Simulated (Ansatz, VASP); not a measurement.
# Ta2AlN2 in VASP and in Ansatz

```xyz
5
Lattice="3.4059 0.0000 0.0000 -1.7030 2.9496 0.0000 0.0000 0.0000 7.7993" Properties=species:S:1:pos:R:3 pbc="T T T"
Ta    0.0000    0.0000    2.6666
Ta    0.0000    0.0000    5.1327
Al    0.0000    0.0000    0.0000
N     0.0000    1.9664    3.8997
N     1.7030    0.9832    3.8997
```

Alike in both runs: functional PBE; k mesh 6 × 6 × 2; occupations gaussian, width 0.1 eV; no spin polarisation.

Ansatz relaxed the structure, and its values are those at the end. VASP's run is a single point on that final structure, the one shown.

|  | VASP | Ansatz |
| --- | --- | --- |
| version | VASP 6.6.1 | Ansatz 0.2.0 |
| potentials or method | VASP PAW PBE potentials, release 64 (Ta_pv, Al, N), cutoff 520 eV | scalar-relativistic, plane waves, PAW |
| valence electrons in the cell | 35 | 39 |

|  | VASP | Ansatz | Ansatz less VASP |
| --- | --- | --- | --- |
| gap on the k mesh at the Fermi level (eV) | none | none | - |
| pressure (GPa) | 0.1 | -0.3 | -0.36 |
| rms of the force components (eV/Å) | 0.039 | 0.004 | -0.0351 |

A gap of «none» marks a metal or a gap that the smearing closes. The functional is the same, so the differences come from potentials, cutoffs and numerics. VASP's potentials hold 35 valence electrons a cell and Ansatz's 39, so a difference there can come from the potentials and not from the codes.

The k mesh is coarse, so the values compare programs but aren't converged. Spin-orbit coupling is off throughout.
